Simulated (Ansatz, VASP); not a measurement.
**CuI in VASP and in Ansatz**

Contents of INCAR:

```
PREC = Accurate
ENCUT = 520
EDIFF = 1E-6
ISMEAR = 0
SIGMA = 0.01
LREAL = False
LASPH = True
NELM = 100
ALGO = Normal
ISIF = 2
LWAVE = False
LCHARG = False
GGA = CA
NBANDS = 26
```

KPOINTS

```
Automatic mesh
0
Gamma
  4 4 6
```

POSCAR

```
CuI
1.0
    3.7331675900     -3.7110863700      0.0000000000
    3.7331675900      3.7110863700      0.0000000000
    0.0000000000      0.0000000000      4.3069976700
Cu I
2 2
Direct
    0.4204388300      0.5795611700      0.7500000000
    0.5795611700      0.4204388300      0.2500000000
    0.7700426800      0.2299573200      0.7500000000
    0.2299573200      0.7700426800      0.2500000000
```

Input for Ansatz:

```yaml
crystal:
  lattice:
    - [3.73316759, -3.71108637, 0.0]
    - [3.73316759, 3.71108637, 0.0]
    - [0.0, 0.0, 4.30699767]
  atoms:
    - { symbol: Cu, position: [0.42043883, 0.57956117, 0.75] }
    - { symbol: Cu, position: [0.57956117, 0.42043883, 0.25] }
    - { symbol: I, position: [0.77004268, 0.22995732, 0.75] }
    - { symbol: I, position: [0.22995732, 0.77004268, 0.25] }
kpoints:
  mp_grid:
    grid: [4, 4, 6]
    shift: [0.0, 0.0, 0.0]
hamiltonian:
  xc: lda
scf:
  occupations:
    method: fixed
output:
  stress: true
  eigenvalues: true
```

Alike in both runs: task single point; functional LDA; k mesh 4 × 4 × 6; no spin polarisation.

|  | VASP | Ansatz |
| --- | --- | --- |
| version | VASP 6.6.1 | Ansatz 0.2.0 |
| potentials or method | VASP PAW LDA potentials, release 64 (Cu, I) | plane waves, PAW |
| plane-wave cutoff (eV) | 520 | 420 |
| occupations | gaussian, width 0.01 eV | fixed |
| valence electrons in the cell | 36 | 72 |

|  | VASP | Ansatz | Ansatz less VASP |
| --- | --- | --- | --- |
| gap on the k mesh at the Fermi level (eV) | 0.90 | 0.86 | -0.036 |
| pressure (GPa) | -3.2 | -3.0 | +0.11 |
| traceless stress, the component that is largest in VASP (GPa) | 1.74 | 1.87 | +0.128 |

LDA's correlation is that of Perdew and Zunger in VASP and of Perdew and Wang (1992) in Ansatz. VASP's potentials hold 36 valence electrons a cell and Ansatz's 72, so a difference there can come from the potentials and not from the codes.

Neither program's run includes spin-orbit coupling.
